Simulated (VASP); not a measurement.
Input of a VASP 6.6.1 run:

Contents of INCAR:

```
PREC = Accurate
ENCUT = 700
EDIFF = 1E-6
ISMEAR = 0
SIGMA = 0.02
LREAL = F
LASPH = T
NELM = 120
ALGO = Normal
ISIF = 2
LWAVE = F
LCHARG = F
GGA = PE
NBANDS = 46
GGA_COMPAT = F
```

KPOINTS

```
regular mesh
0
Gamma
  6 6 6
```

File POSCAR:

```
OsPdC4N4
1.0
    5.8766030765      0.0000000000      0.0000000000
    0.0000000000      5.8766030765      0.0000000000
    0.0000000000      0.0000000000      5.8766030765
Pd Os C N
1 1 4 4
Direct
    0.0000000000      0.0000000000      0.0000000000
    0.5000000000      0.5000000000      0.5000000000
    0.1965289278      0.1965289278      0.1965289278
    0.1965289278      0.8034710722      0.8034710722
    0.8034710722      0.1965289278      0.8034710722
    0.8034710722      0.8034710722      0.1965289278
    0.3142332580      0.3142332580      0.3142332580
    0.3142332580      0.6857667420      0.6857667420
    0.6857667420      0.3142332580      0.6857667420
    0.6857667420      0.6857667420      0.3142332580
```

Potentials or basis: VASP PAW PBE potentials, release 64 (Pd_sv_GW, Os_sv_GW, C, N).

Launch:

```sh
$ cat potpaw_PBE.64/Pd_sv_GW/POTCAR potpaw_PBE.64/Os_sv_GW/POTCAR potpaw_PBE.64/C/POTCAR potpaw_PBE.64/N/POTCAR > POTCAR
$ mpirun -np 1 vasp_std > vasp.out
```

**Question.** Estimate the largest force.

**Answer.** 0.227 eV/Å.

**Question.** What does it give for the pressure?

**Answer.** 0.1 GPa.

Forces in eV/Å, atoms in the order of the input:
```
Pd   0.000  0.000  0.000
Os   0.000  0.000  0.000
C   -0.131 -0.131 -0.131
C   -0.131  0.131  0.131
C    0.131 -0.131  0.131
C    0.131  0.131 -0.131
N    0.115  0.115  0.115
N    0.115 -0.115 -0.115
N   -0.115  0.115 -0.115
N   -0.115 -0.115  0.115
```
